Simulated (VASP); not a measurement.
# Nb3C5 (P4/mmm) in VASP: a series of runs

Nb3C5 is run at these levels: PBE; tasks: single point.

All numbers are computed with VASP 6.6.1; they aren't measurements. Logs are shortened: lines on timing, memory, paths and dates and some standing lists are left out, and cuts for length are marked.

### 1 The cell of the first run

Symmetry: P4/mmm, No. 123, tetragonal system. Conventional cell: a = 3.071 Å, b = 3.071 Å, c = 9.674 Å, α = 90.00°, β = 90.00°, γ = 90.00°. Nb (site symmetry 4mm) has 5 C at 2.00 to 2.31 Å within 2.6 Å. Within 3.0 Å of Nb (site symmetry 4/mmm) lie 8 C at 2.28 Å. C (site symmetry 4mm) has 1 C at 1.34 Å within 1.8 Å. C (site symmetry 4mm) has 1 C at 1.42 Å within 1.9 Å. Within 1.8 Å of C (site symmetry 4/mmm) lie 2 C at 1.34 Å.

### 2 Single point, PBE

INCAR

```
SYSTEM = Nb3C5
PREC     = Accurate       ! precision mode
ENCUT    = 520            ! plane-wave cutoff, eV
EDIFF    = 1E-6           ! SCF threshold, eV
ISMEAR   = 0              ! smearing method
SIGMA    = 0.2            ! smearing width, eV
LREAL    = .FALSE.        ! projectors in reciprocal space
LASPH    = .TRUE.         ! aspherical terms in the spheres
NELM     = 60             ! most SCF steps
ALGO     = Normal         ! electronic algorithm
ISIF     = 2              ! what is computed and relaxed
LWAVE    = .FALSE.        ! write WAVECAR
LCHARG   = .FALSE.        ! write CHGCAR
GGA      = PE             ! functional
NBANDS   = 40             ! bands
```

KPOINTS

```
Automatic mesh
0
G
  8 8 2
  0 0 0
```

POSCAR

```
Nb3C5
1.0
    3.0706990154      0.0000000000      0.0000000000
    0.0000000000      3.0706990154      0.0000000000
    0.0000000000      0.0000000000      9.6740219886
Nb C
3 5
Direct
    0.5000000000      0.5000000000      0.2203810685
    0.5000000000      0.5000000000      0.7796189315
    1.0000000000      1.0000000000      0.5000000000
    0.0000000000      0.0000000000      0.1389794458
    0.5000000000      0.5000000000      0.5732964626
    0.5000000000      0.5000000000      0.4267035374
    0.0000000000      0.0000000000      0.8610205542
    0.0000000000      0.0000000000      0.0000000000
```

Potentials or basis: VASP PAW PBE potentials, release 64 (Nb_sv, C).

Run with:

```
$ cat potpaw_PBE.64/Nb_sv/POTCAR potpaw_PBE.64/C/POTCAR > POTCAR
$ mpirun -np 1 vasp_std > vasp.out
```

OUTCAR:

```text
SYSTEM = Nb3C5
   PREC = Accurate
   ENCUT = 520
   EDIFF = 1E-6
   ISMEAR = 0
   LREAL = .FALSE.
   LASPH = .TRUE.
   NELM = 60
   ISIF = 2
   GGA = PE

 ion  position               nearest neighbor table
   1  0.500  0.500  0.220-   6 2.00   4 2.31   4 2.31   4 2.31   4 2.31
   2  0.500  0.500  0.780-   5 2.00   7 2.31   7 2.31   7 2.31   7 2.31
   3  0.000  0.000  0.500-   5 2.28   6 2.28   5 2.28   6 2.28   5 2.28   6 2.28   5 2.28   6 2.28

   4  0.000  0.000  0.139-   8 1.34   1 2.31   1 2.31   1 2.31   1 2.31
   5  0.500  0.500  0.573-   6 1.42   2 2.00   3 2.28   3 2.28   3 2.28   3 2.28
   6  0.500  0.500  0.427-   5 1.42   1 2.00   3 2.28   3 2.28   3 2.28   3 2.28
   7  0.000  0.000  0.861-   8 1.34   2 2.31   2 2.31   2 2.31   2 2.31
   8  0.000  0.000  0.000-   4 1.34   7 1.34

  LATTYP: Found a simple tetragonal cell.
 ALAT       =     3.0706990154
 C/A-ratio  =     3.1504298989

  Lattice vectors:

 A1 = (   3.0706990154,   0.0000000000,   0.0000000000)
 A2 = (   0.0000000000,   3.0706990154,   0.0000000000)
 A3 = (   0.0000000000,   0.0000000000,   9.6740219886)

Analysis of symmetry for initial positions (statically):
=====================================================================
 Subroutine PRICEL returns:
 Original cell was already a primitive cell.

 Routine SETGRP: Setting up the symmetry group for a
 simple tetragonal supercell.

 Subroutine GETGRP returns: Found 16 space group operations
 (whereof 16 operations were pure point group operations)
 out of a pool of 16 trial point group operations.

The static configuration has the point symmetry D_4h.

Analysis of symmetry for dynamics (positions and initial velocities):
=====================================================================
 Subroutine PRICEL returns:
 Original cell was already a primitive cell.

 Routine SETGRP: Setting up the symmetry group for a
 simple tetragonal supercell.

 Subroutine GETGRP returns: Found 16 space group operations
 (whereof 16 operations were pure point group operations)
 out of a pool of 16 trial point group operations.

The dynamic configuration has the point symmetry D_4h.

 Subroutine INISYM returns: Found 16 space group operations
 (whereof 16 operations are pure point group operations),
 and found     1 'primitive' translations

----------------------------------------------------------------------------------------

                                     Primitive cell

  volume of cell :      91.2182

  direct lattice vectors                    reciprocal lattice vectors
     3.070699015  0.000000000  0.000000000     0.325658749  0.000000000  0.000000000
     0.000000000  3.070699015  0.000000000     0.000000000  0.325658749  0.000000000
     0.000000000  0.000000000  9.674021989     0.000000000  0.000000000  0.103369622

  length of vectors
     3.070699015  3.070699015  9.674021989     0.325658749  0.325658749  0.103369622

  position of ions in fractional coordinates (direct lattice)
     0.500000000  0.500000000  0.220381068
     0.500000000  0.500000000  0.779618931
     0.000000000  0.000000000  0.500000000
     0.000000000  0.000000000  0.138979446
     0.500000000  0.500000000  0.573296463
     0.500000000  0.500000000  0.426703537
     0.000000000  0.000000000  0.861020554
     0.000000000  0.000000000  0.000000000

  ion indices of the primitive-cell ions
   primitive index   ion index
                 1           1
                 2           2
                 3           3
                 4           4
                 5           5
                 6           6
                 7           7
                 8           8

----------------------------------------------------------------------------------------

 KPOINTS: Automatic mesh

Automatic generation of k-mesh.
 Grid dimensions read from file:
 generate k-points for:    8    8    2

 Generating k-lattice:

  Cartesian coordinates                     Fractional coordinates (reciprocal lattice)
     0.040707344  0.000000000  0.000000000     0.125000000  0.000000000  0.000000000
     0.000000000  0.040707344  0.000000000     0.000000000  0.125000000  0.000000000
     0.000000000  0.000000000  0.051684811     0.000000000  0.000000000  0.500000000

  Length of vectors
     0.040707344  0.040707344  0.051684811

  Shift w.r.t. Gamma in fractional coordinates (k-lattice)
     0.000000000  0.000000000  0.000000000

 Subroutine IBZKPT returns following result:
 ===========================================

 Found     30 irreducible k-points:

 Following reciprocal coordinates:
            Coordinates               Weight
  0.000000  0.000000  0.000000      1.000000
  0.125000  0.000000  0.000000      4.000000
  0.250000  0.000000  0.000000      4.000000
  0.375000  0.000000  0.000000      4.000000
  0.500000  0.000000  0.000000      2.000000
  0.125000  0.125000  0.000000      4.000000
[... 16 lines left out ...]
  0.375000  0.125000  0.500000      8.000000
  0.500000  0.125000  0.500000      4.000000
 [... further k-points ...]
   k-points           NKPTS =     30   k-points in BZ     NKDIM =     30   number of bands    NBANDS=     40
   number of dos      NEDOS =    301   number of ions     NIONS =      8
   total plane-waves  NPLWV =  41472
   dimension x,y,z NGX =    24 NGY =   24 NGZ =   72
   dimension x,y,z NGXF=    48 NGYF=   48 NGZF=  144
   ions per type =               3   5
   NGX,Y,Z   is equivalent  to a cutoff of  12.99, 12.99, 12.37 a.u.
   NGXF,Y,Z  is equivalent  to a cutoff of  25.99, 25.99, 24.75 a.u.
 SYSTEM =  Nb3C5
   PREC   = accura    normal or accurate (medium, high low for compatibility)
   ISTART =      0    job   : 0-new  1-cont  2-samecut
   ICHARG =      2    charge: 1-file 2-atom 10-const
   ISPIN  =      1    spin polarized calculation?
   LNONCOLLINEAR =      F non collinear calculations
   LSORBIT =      F    spin-orbit coupling
   LASPH  =      T    aspherical Exc in radial PAW
   ENCUT  =  520.0 eV  38.22 Ry    6.18 a.u.   5.71  5.71 17.99*2*pi/ulx,y,z
   NELM   =     60;   NELMIN=  2; NELMDL= -5     # of ELM steps
   EDIFF  = 0.1E-05   stopping-criterion for ELM
   LREAL  =      F    real-space projection
   EDIFFG = 0.1E-04   stopping-criterion for IOM
   NSW    =      0    number of steps for IOM
   IBRION =     -1    ionic relax: 0-MD 1-quasi-New 2-CG
   NFREE  =      0    steps in history (QN), initial steepest desc. (CG)
   ISIF   =      2    stress and relaxation
   ISYM   =      2    0-nonsym 1-usesym 2-fastsym
   POTIM  = 0.5000    time-step for ionic-motion
   TEBEG  =    0.0;   TEEND  =   0.0 temperature during run
   PSTRESS=    0.0 pullay stress
   NELECT =      59.0000    total number of electrons
   NUPDOWN=      -1.0000    fix difference up-down
   EMIN   =  10.00;   EMAX   =-10.00  energy-range for DOS
   EFERMI =   0.00;   METHOD = LEGACY
   ISMEAR =     0;   SIGMA  =   0.20  broadening in eV -4-tet -1-fermi 0-gaus
   EFERMI_NEDOS =   21; number of points for ismear=-14 and -15
   IALGO  =     38    algorithm
   IMIX   =      4    mixing-type and parameters
     AMIX     =   0.40;   BMIX     =  1.00
     AMIX_MAG =   1.60;   BMIX_MAG =  1.00
  volume/ion in A,a.u.               =      11.40        76.95
  Fermi-wavevector in a.u.,A,eV,Ry     =   1.415788  2.675452 27.272286  2.004456
  Thomas-Fermi vector in A             =   2.537190
   LORBIT       =      0    0 simple, 1 ext, 2 COOP (PROOUT), +10 PAW based schemes
   GGA     = PE    functional components
   LHFCALC =     F    Hartree Fock is set to
   AEXX    =    0.0000 exact exchange contribution
   IVDW    =     0    specifies the selected vdW correction
   LEPSILON=     F    determine dielectric tensor
   LRPA    =     F    only Hartree local field effects (RPA)
 non-spin polarized calculation
 Gauss-broadening in eV      SIGMA  =   0.20
  energy-cutoff  :      520.00
  volume of cell :       91.22
 maximum number of plane-waves:      2500
 NGX is ok and might be reduce to    24
   NGX = 11   NGY = 11   NGZ = 35

 number of electron      58.9999994 magnetization

 Free energy of the ion-electron system (eV)
  ---------------------------------------------------
  ext. energy  EPLUGINS =         0.00000000
  ---------------------------------------------------
  free energy    TOTEN  =       -75.46807912 eV

  energy without entropy =      -75.41110475  energy(sigma->0) =      -75.43959193

 E-fermi :  10.1370     XC(G=0): -12.1092

 val. band max:       10.0914474843   @ k =   0.5000   0.0000   0.5000
 cond. band min:      10.1405828066   @ k =   0.5000   0.0000   0.0000
 fundamental gap:      0.0491353223
 Fermi energy:        10.1370294609

 k-point     1 :       0.0000    0.0000    0.0000
  band No.  band energies     occupation
      1     -45.6645      2.00000
      2     -45.4475      2.00000
      3     -45.4466      2.00000
      4     -21.8326      2.00000
      5     -21.7451      2.00000
      6     -21.6468      2.00000
[... 32 lines left out ...]
     39      13.4208      0.00000
     40      13.4230      0.00000

 k-point     2 :       0.1250    0.0000    0.0000
  band No.  band energies     occupation
      1     -45.6564      2.00000
      2     -45.4405      2.00000
      3     -45.4397      2.00000
      4     -21.8131      2.00000
      5     -21.7939      2.00000
      6     -21.6905      2.00000
[... 32 lines left out ...]
     39      13.4396      0.00000
     40      13.9042      0.00000

 k-point     3 :       0.2500    0.0000    0.0000
  band No.  band energies     occupation
      1     -45.6368      2.00000
      2     -45.4236      2.00000
      3     -45.4232      2.00000
      4     -22.0167      2.00000
      5     -21.7630      2.00000
      6     -21.6835      2.00000
[... 853 lines left out ...]
  band No.  band energies     occupation
      1     -45.6094      2.00000
      2     -45.4000      2.00000
      3     -45.3997      2.00000
      4     -22.2187      2.00000
      5     -21.7162      2.00000
      6     -21.6936      2.00000
[... 32 lines left out ...]
     39      13.5442      0.00000
     40      14.7164      0.00000

 k-point    24 :       0.5000    0.1250    0.5000
  band No.  band energies     occupation
      1     -45.6012      2.00000
      2     -45.3930      2.00000
      3     -45.3928      2.00000
      4     -22.3090      2.00000
      5     -21.7802      2.00000
      6     -21.7602      2.00000
[... 32 lines left out ...]
     39      13.9785      0.00000
     40      14.3769      0.00000

 [... further k-points ...]
[... 5 lines left out ...]
  --------------------------------------------------------------------------------------
  -------------------------------------------------------------------------------------
  Total        0.0990229      0.0990229     -0.5468908      0.0000000      0.0000000     -0.0000000
  in kB        1.7392609      1.7392609     -9.6057136      0.0000000      0.0000000     -0.0000000
  external PRESSURE =      -2.0423973 kB  Pullay stress =       0.0000000 kB

 VOLUME and BASIS-vectors are now :
 -----------------------------------------------------------------------------
  energy-cutoff  :      520.00
  volume of cell :       91.22
      direct lattice vectors                 reciprocal lattice vectors
     3.070699015  0.000000000  0.000000000     0.325658749  0.000000000  0.000000000
     0.000000000  3.070699015  0.000000000     0.000000000  0.325658749  0.000000000
     0.000000000  0.000000000  9.674021989     0.000000000  0.000000000  0.103369622

 POSITION                                       TOTAL-FORCE (eV/Angst)
 -----------------------------------------------------------------------------------
      1.53535      1.53535      2.13197         0.000000      0.000000      0.147538
      1.53535      1.53535      7.54205         0.000000      0.000000     -0.147538
      0.00000      0.00000      4.83701         0.000000     -0.000000      0.000000
      0.00000      0.00000      1.34449         0.000000     -0.000000     -0.066290
      1.53535      1.53535      5.54608        -0.000000     -0.000000     -0.037255
      1.53535      1.53535      4.12794         0.000000      0.000000      0.037255
      0.00000      0.00000      8.32953         0.000000     -0.000000      0.066290
      0.00000      0.00000      0.00000         0.000000     -0.000000      0.000000
 -----------------------------------------------------------------------------------
    total drift:                                0.000000     -0.000000      0.000000

  FREE ENERGIE OF THE ION-ELECTRON SYSTEM (eV)
  ---------------------------------------------------
  free  energy   TOTEN  =       -75.4680791222 eV

  energy  without entropy=      -75.4111047455  energy(sigma->0) =      -75.43959193
```

Run time: 1.7 min. Hardware: 1 thread of Intel Xeon Platinum 8488C (Sapphire Rapids), shared host; peak memory 0.23 GiB.

What came out:

- Free energy: -75.4681 eV
- Pressure: -0.2 GPa
- Largest force: 0.148 eV/Å

Forces in eV/Å, atoms in the order of the input:
```
Nb   0.000  0.000  0.148
Nb   0.000  0.000 -0.148
Nb   0.000  0.000  0.000
C    0.000  0.000 -0.066
C    0.000  0.000 -0.037
C    0.000  0.000  0.037
C    0.000  0.000  0.066
C    0.000  0.000  0.000
```

Levels at points of the mesh, in eV from the Fermi level:
| k point | band 26 | band 27 | band 28 | band 29 | band 30 | band 31 | band 32 | band 33 |
| --- | --- | --- | --- | --- | --- | --- | --- | --- |
| (0.00, 0.00, 0.00) | -2.46 | -2.27 | -2.27 | -1.06 | -1.06 | 0.24 | 0.91 | 2.02 |
| (0.50, 0.00, 0.00) | -3.21 | -2.51 | -2.33 | -0.33 | 0.00 | 0.70 | 1.07 | 1.34 |
| (0.50, 0.50, 0.00) | -3.75 | -3.75 | 0.50 | 0.87 | 0.87 | 2.23 | 2.34 | 2.34 |
| (0.00, 0.00, 0.50) | -2.41 | -1.88 | -1.88 | -1.37 | -1.37 | 0.63 | 0.91 | 1.02 |
| (0.50, 0.00, 0.50) | -3.19 | -2.78 | -2.13 | -0.05 | 0.42 | 0.97 | 1.11 | 1.40 |
| (0.50, 0.50, 0.50) | -3.90 | -3.90 | 0.62 | 1.18 | 1.18 | 1.47 | 1.74 | 1.74 |

(Continued in part 2 of 2.)
